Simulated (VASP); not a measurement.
Input of a VASP 6.6.1 run:

Contents of INCAR:

```
SYSTEM = La7Si16
PREC     = Accurate       ! precision mode
ENCUT    = 520            ! plane-wave cutoff, eV
EDIFF    = 1E-6           ! SCF threshold, eV
ISMEAR   = 0              ! smearing method
SIGMA    = 0.1            ! smearing width, eV
LREAL    = Auto         
LASPH    = .TRUE.         ! aspherical terms in the spheres
NELM     = 80             ! most SCF steps
ALGO     = Normal         ! electronic algorithm
ISIF     = 2              ! what is computed and relaxed
LWAVE    = .FALSE.        ! write WAVECAR
LCHARG   = .FALSE.        ! write CHGCAR
GGA      = PS             ! functional
NBANDS   = 88             ! bands
```

Contents of KPOINTS:

```
regular mesh
0
G
  2 2 2
  0 0 0
```

The input POSCAR:

```
La7Si16
1.0
    0.0000000000      8.6365240000      0.0000000000
    8.6365240000      0.0000000000      0.0000000000
    2.1591310000      2.1591310000     -6.9348390000
Si La
16 7
Direct
    0.2120400370      0.2081931190      0.1792355958
    0.0800908650      0.3516128338      0.6706519070
    0.1676817820      0.4176822452      0.3355744813
    0.2927341626      0.3120793297      0.8418717435
    0.2100634051      0.7071004075      0.1655144409
    0.0810295866      0.8133861458      0.6615860873
    0.1589382641      0.9165859011      0.3264984234
    0.2953125595      0.7671974290      0.8329661294
    0.7012114958      0.2079708123      0.1719497742
    0.5806461745      0.3304433151      0.6731195923
    0.6629332239      0.4162736882      0.3335324728
    0.7913437422      0.2900407874      0.8326024584
    0.7134052826      0.7091168675      0.1622848057
    0.5830673127      0.8353403336      0.6635526794
    0.6765159963      0.9174261125      0.3256950882
    0.7931425511      0.7982551403      0.8238459465
    0.3202582878      0.1089703900     -0.4272303942
   -0.0032257393      0.4947496036      0.0107432919
    0.3786485936      0.6279465751      0.4918044961
    0.5025906801     -0.0004218745      0.0008862498
    0.8732297410      0.1274417365      0.4968255211
    0.5039880556      0.4986210816      0.0042077401
    0.8744817099      0.6271607970      0.4909515563
```

Potentials or basis: VASP PAW PBE potentials, release 64 (Si, La).

Run with:

```sh
$ cat potpaw_PBE.64/Si/POTCAR potpaw_PBE.64/La/POTCAR > POTCAR
$ mpirun -np 1 vasp_std > vasp.out
```

Task: What does it give for the largest force?

Result: 1.879 eV/Å.

Task: Predict the band gap on the k mesh.

Result: Zero (an odd number of electrons rules out a gap without spin polarisation).

Task: Predict the pressure.

Result: -2.1 GPa.

Stress tensor (GPa, compression positive):
```
-1.90  0.10 -0.37
 0.10 -2.88 -0.39
-0.37 -0.39 -1.60
```

Caveat: the k points lie up to 0.45 Å⁻¹ apart, too coarse for converged energies and pressures of a metal; the PAW data sets were made with another functional, which shifts forces and pressure a little; spin-orbit coupling is left out, which moves the levels of the heavy elements.
